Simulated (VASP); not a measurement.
Wanted: the native input for a VASP 6.6.1 run.

```
Task                   : single point
Functional             : r2SCAN
Potentials or basis    : VASP PAW PBE potentials, release 64 (Ni, Sb)
Cutoff                 : 520 eV
k mesh                 : 10 × 10 × 7
Occupations            : fermi-dirac, width 0.08 eV
Spin                   : no spin polarisation
Dipole correction      : no
Further INCAR settings : ALGO = Normal; EDIFF = 1e-06; NBANDS = 23
```

NiSb:

```xyz
4
Lattice="3.9297 0.0000 0.0000 -1.9648 3.4032 0.0000 0.0000 0.0000 5.1162" Properties=species:S:1:pos:R:3 pbc="T T T"
Ni    0.0000    0.0000    0.0000
Ni    0.0000    0.0000    2.5581
Sb    0.0000    2.2688    1.2790
Sb    1.9648    1.1344    3.8371
```

One way to write it, as run:

POSCAR

```
NiSb
1.0
    3.9296697660      0.0000000000      0.0000000000
   -1.9648348830      3.4031938458      0.0000000000
    0.0000000000      0.0000000000      5.1161871700
Ni Sb
2 2
Direct
    0.0000000000      0.0000000000      0.0000000000
    0.0000000000      0.0000000000      0.5000000000
    0.3333333333      0.6666666667      0.2500000000
    0.6666666667      0.3333333333      0.7500000000
```

INCAR.step1

```
SYSTEM = NiSb
ALGO = Normal
EDIFF = 1E-4
ENCUT = 520
GGA = PE
ISMEAR = -5
LASPH = .True.
LCHARG = .False.
LMAXMIX = 4
LREAL = .False.
LWAVE = .True.
NBANDS = 23
NELM = 100
PREC = Accurate
SIGMA = 0.08
```

INCAR.step2

```
SYSTEM = NiSb
ALGO = Normal
EDIFF = 1E-6
ENCUT = 520
ISIF = 2
ISMEAR = -1
ISTART = 1
LASPH = .True.
LCHARG = .False.
LMAXMIX = 4
LMIXTAU = .True.
LORBIT = 11
LREAL = .False.
LWAVE = .False.
METAGGA = R2SCAN
NBANDS = 23
NELM = 100
PREC = Accurate
SIGMA = 0.08
```

KPOINTS

```
k-points
0
Gamma
  10 10 7
  0 0 0
```

Potentials or basis: VASP PAW PBE potentials, release 64 (Ni, Sb).

The run is started by

```console
$ cat potpaw_PBE.64/Ni/POTCAR potpaw_PBE.64/Sb/POTCAR > POTCAR
$ cp INCAR.step1 INCAR
$ mpirun -np 1 vasp_std > vasp.out
$ cp INCAR.step2 INCAR
$ mpirun -np 1 vasp_std > vasp.out
```

Results of the run:

| Quantity | Value |
| --- | --- |
| Pressure | 0.3 GPa |
| Band gap on the k mesh | zero (bands 15 and 16 overlap by 3.11 eV) |
| Valence electrons inside the program's atomic spheres | Ni 9.44; Sb 2.42 |

Caveat: the PAW data sets were made with another functional, which shifts forces and pressure a little; spin-orbit coupling is left out, which moves the levels of the heavy elements.

Run time: 10 min on 1 thread of AMD EPYC 7R43 64-Core Processor (Zen 3) (shared host), peak memory 0.21 GiB.
